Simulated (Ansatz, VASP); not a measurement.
# Hf in VASP and in Ansatz

File INCAR:

```
ALGO = Normal ; EDIFF = 1E-7
ENCUT = 520 ; GGA = CA
ISIF = 2 ; ISMEAR = -1
LASPH = True ; LCHARG = False
LREAL = False ; LWAVE = False
NBANDS = 17 ; NELM = 100
PREC = Accurate ; SIGMA = 0.1
```

File KPOINTS:

```
k-points
0
Gamma
  4 4 3
```

The input POSCAR:

```
Hf
1.0
    3.1183974891      0.0000000000      0.0000000000
   -1.5591987445      2.7006114446      0.0000000000
    0.0000000000      0.0000000000      4.9475473504
Hf
2
Direct
    0.3333333333      0.6666666667      0.2500000000
    0.6666666667      0.3333333333      0.7500000000
```

Input for Ansatz:

```yaml
crystal:
  lattice:
    - [3.1183974891, 0.0, 0.0]
    - [-1.5591987445, 2.7006114446, 0.0]
    - [0.0, 0.0, 4.9475473504]
  atoms:
    - { symbol: Hf, position: [0.3333333333, 0.6666666667, 0.25] }
    - { symbol: Hf, position: [0.6666666667, 0.3333333333, 0.75] }
hamiltonian:
  xc: lda
  pseudopotentials:
    kind: paw
    azcp:
      Hf: "pseudopotentials/Hf.paw.azcp"
basis:
  ecutwfc: 420
  fft_grid_basis: typed
kpoints:
  mp_grid: { grid: [4, 4, 3], shift: [0, 0, 0] }
magnetization:
  spin_polarized: false
scf:
  occupations: { method: fermi_dirac, width: 0.1 }
  lower_state_search: "off"
output:
  stress: true
  write_density: true
  write_potential: true
  elf: true
  volumetric_format: npy
```

Alike in both runs: task single point; functional LDA; k mesh 4 × 4 × 3; occupations fermi-dirac, width 0.1 eV; no spin polarisation.

|  | VASP | Ansatz |
| --- | --- | --- |
| version | VASP 6.6.1 | Ansatz 0.2.0 |
| potentials or method | VASP PAW LDA potentials, release 64 (Hf_pv), cutoff 520 eV | plane waves (420 eV) with PAW, scalar-relativistic |
| valence electrons in the cell | 20 | 52 |

|  | VASP | Ansatz | Ansatz less VASP |
| --- | --- | --- | --- |
| pressure (GPa) | 1.2 | 1.1 | -0.13 |
| traceless stress, the component that is largest in VASP (GPa) | -5.68 | -5.60 | +0.079 |

Ansatz warns that its potentials were made for another functional, while VASP's fit it. LDA's correlation is that of Perdew and Zunger in VASP and of Perdew and Wang (1992) in Ansatz. VASP's potentials hold 20 valence electrons a cell and Ansatz's 52, so a difference there can come from the potentials and not from the codes.

The k mesh is coarse, so the values compare programs but aren't converged. Spin-orbit coupling is off throughout.
